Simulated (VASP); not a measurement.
Wanted: the native input for a VASP 6.6.1 run.

```
Task                   : single point
Functional             : PBEsol
Potentials or basis    : VASP PAW PBE potentials, release 64 (Mo_sv)
Cutoff                 : 520 eV
k mesh                 : 18 × 18 × 18
Occupations            : gaussian, width 0.15 eV
Spin                   : no spin polarisation
Dipole correction      : no
Further INCAR settings : ALGO = Fast; EDIFF = 1e-06; NBANDS = 13
```

The structure of Mo lies in POSCAR:

```
Mo
1.0
    2.7081552932      0.0000000000      0.0000000000
   -1.3540776466      2.3690214963      0.0000000000
    0.0000000000      0.0000000000      2.5551807000
Mo
1
Direct
    0.0000000000      0.0000000000      0.5000000000
```

This cell differs from its parent crystal: strain -0.0100 x Voigt [1, 0, 0, 0, 0, 0].

These files were run (other wordings do the same):

INCAR

```
SYSTEM = Mo
ALGO = Fast
EDIFF = 1E-6
ENCUT = 520
GGA = PS
ISIF = 2
ISMEAR = 0
LASPH = .TRUE.
LCHARG = .FALSE.
LREAL = .FALSE.
LWAVE = .FALSE.
NBANDS = 13
NELM = 100
PREC = Accurate
SIGMA = 0.15
```

KPOINTS

```
k-points
0
G
  18 18 18
  0 0 0
```

Potentials or basis: VASP PAW PBE potentials, release 64 (Mo_sv).

Run with:

```console
$ cat potpaw_PBE.64/Mo_sv/POTCAR > POTCAR
$ mpirun -np 1 vasp_std > vasp.out
```

Results of the run:

```json
{
  "Pressure": "-1.0 GPa",
  "Band gap on the k mesh": "zero (band 7 reaches 12.51 eV, above the bottom of band 8 at 10.78 eV)"
}
```

Caveat: the cell differs from its parent crystal (strain -0.0100 x Voigt [1, 0, 0, 0, 0, 0]); the PAW data sets were made with another functional, which shifts forces and pressure a little.

Run time: 2.1 min on 1 thread of Intel(R) Xeon(R) Platinum 8259CL CPU @ 2.50GHz (Skylake/Cascade Lake), with other jobs on the host, peak memory 0.28 GiB.
